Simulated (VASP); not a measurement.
CoSi (WC type), 2 atoms in the cell. It takes space group P-6m2 (No. 187, hexagonal). Conventional cell: a = 3.297 Å, b = 3.297 Å, c = 2.496 Å, α = 90.00°, β = 90.00°, γ = 120.00°. Within 3.0 Å of Co (site symmetry -6m2) lie 6 Si at 2.28 Å and 2 Co at 2.50 Å. Within 3.0 Å of Si (site symmetry -6m2) lie 6 Co at 2.28 Å and 2 Si at 2.50 Å. 

```yaml
Program: VASP 6.6.1
Task: relaxation of shape and atoms at fixed volume
Functional: PBE
Potentials_or_basis: VASP PAW PBE potentials, release 64 (Co, Si)
Cutoff: 600 eV
k_mesh: 16 × 16 × 14
Occupations: fermi-dirac, width 0.05 eV
Spin: no spin polarisation
Dipole_correction: no
Further_INCAR_settings: ALGO = Normal; EDIFF = 1e-07; IBRION = 2; EDIFFG = -0.005; NSW = 50; ISIF = 4
```

Potentials or basis: VASP PAW PBE potentials, release 64 (Co, Si).

The run is started by

```console
$ cat potpaw_PBE.64/Co/POTCAR potpaw_PBE.64/Si/POTCAR > POTCAR
$ mpirun -np 1 vasp_std > vasp.out
```

Hardware: 1 thread of Intel(R) Xeon(R) Platinum 8488C (Sapphire Rapids), with other jobs on the host.

**Question.** How long does it take, and how much memory?

**Answer.** Run time: 92 s on 1 thread of Intel(R) Xeon(R) Platinum 8488C (Sapphire Rapids) (shared host), peak memory 0.21 GiB. Counts: scf iterations 26, k points 240, ion steps 3.
